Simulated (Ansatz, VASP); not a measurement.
Two plane-wave programs on CuO

```
Cu O
1.0
     2.34185   -1.71130    0.00000
     2.34185    1.71130    0.00000
    -0.85003    0.00000    5.05787
Cu O
2 2
Direct
  0.00000 0.50000 0.00000
  0.50000 0.00000 0.50000
  0.58160 0.41840 0.25000
  0.41840 0.58160 0.75000
```

Alike in both runs: task single point; functional PBE; k mesh 7 × 7 × 4; occupations fermi-dirac, width 0.02 eV; no spin polarisation; Hubbard terms Cu d U = 4.0 eV.

|  | VASP | Ansatz |
| --- | --- | --- |
| version | VASP 6.6.1 | Ansatz 0.2.0 |
| potentials or method | VASP PAW PBE potentials, release 64 (Cu, O), cutoff 520 eV | PAW, plane waves, scalar-relativistic |
| valence electrons in the cell | 34 | 50 |

```tsv
	VASP	Ansatz	Ansatz less VASP
pressure (GPa)	3.5	7.6	+4.13
traceless stress, the component that is largest in VASP (GPa)	-1.01	-0.51	+0.500
rms of the force components (eV/Å)	0.093	0.083	-0.0097
```

The programs project onto different local orbitals, so the same U acts differently, and such runs can settle in different states. Atom by atom the forces differ by 0.010 eV/Å (rms over components). VASP's potentials hold 34 valence electrons a cell and Ansatz's 50, so a difference there can come from the potentials and not from the codes. Ansatz's warnings: filled band counts differ across k points.
